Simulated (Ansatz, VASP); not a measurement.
# HfB in VASP and in Ansatz

```xyz
2
Lattice="0.0000 2.4948 2.1252 2.4948 0.0000 2.1252 2.4948 2.4948 0.0000" Properties=species:S:1:pos:R:3 pbc="T T T"
Hf    2.4948    2.4948    2.1252
B     0.0000    0.0000    0.0000
```

Change from the starting cell: strain +0.080 along x and y, -0.080 along z, atoms carried along.

Alike in both runs: task single point; functional PBEsol; k mesh 18 × 18 × 18; occupations gaussian, width 0.15 eV; no spin polarisation.

|  | VASP | Ansatz |
| --- | --- | --- |
| version | VASP 6.6.1 | Ansatz 0.2.0 |
| potentials or method | VASP PAW PBE potentials, release 64 (Hf_pv, B), cutoff 520 eV | scalar-relativistic, plane waves, PAW |
| valence electrons in the cell | 13 | 29 |

VASP gave:

| Quantity | Value |
| --- | --- |
| gap on the k mesh at the Fermi level (eV) | none |
| pressure (GPa) | 14.2 |
| traceless stress, the component that is largest in VASP (GPa) | 44.31 |

What did Ansatz give for the same quantities?

gap on the k mesh at the Fermi level (eV): none; pressure (GPa): 13.5; traceless stress, the component that is largest in VASP (GPa): 43.74.

VASP's potentials were made for PBE, not for PBEsol. A gap of «none» marks a metal or a gap that the smearing closes. The functional is the same, so the differences come from potentials, cutoffs and numerics. VASP's potentials hold 13 valence electrons a cell and Ansatz's 29, so a difference there can come from the potentials and not from the codes.

Neither program's run includes spin-orbit coupling.
